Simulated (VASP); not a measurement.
Input of a VASP 6.6.1 run:

File INCAR:

```
PREC = Accurate ; ENCUT = 520
EDIFF = 1E-6 ; ISMEAR = -1
SIGMA = 0.05 ; LREAL = F
LASPH = T ; NELM = 80
ALGO = Normal ; ISIF = 2
LWAVE = F ; LCHARG = F
NBANDS = 23
```

File KPOINTS:

```
Automatic mesh
0
Gamma
  10 10 5
```

The input POSCAR:

```
HfN
1.0
    3.1953728034      0.0000000000      0.0000000000
   -1.5976864018      2.7672740223      0.0000000000
    0.0000000000      0.0000000000      5.5230058234
Hf N
2 2
Direct
    0.3333333333      0.6666666667      0.2500000000
    0.6666666667      0.3333333333      0.7500000000
    0.0000000000      0.0000000000      0.5000000000
    0.0000000000      0.0000000000      0.0000000000
```

Potentials or basis: VASP PAW LDA potentials, release 64 (Hf_pv, N).

Run with:

```console
$ cat potpaw_LDA.64/Hf_pv/POTCAR potpaw_LDA.64/N/POTCAR > POTCAR
$ mpirun -np 1 vasp_std > vasp.out
```

Task: Estimate the band gap on the k mesh.

Result: Zero (bands 15 and 16 overlap by 1.52 eV).

Task: Predict the pressure.

Result: -23.3 GPa.

Stress tensor (GPa, compression positive):
```
-23.10   0.00   0.00
  0.00 -23.10   0.00
  0.00   0.00 -23.72
```

Caveat: the cell stands under tension; spin-orbit coupling is left out, which moves the levels of the heavy elements.
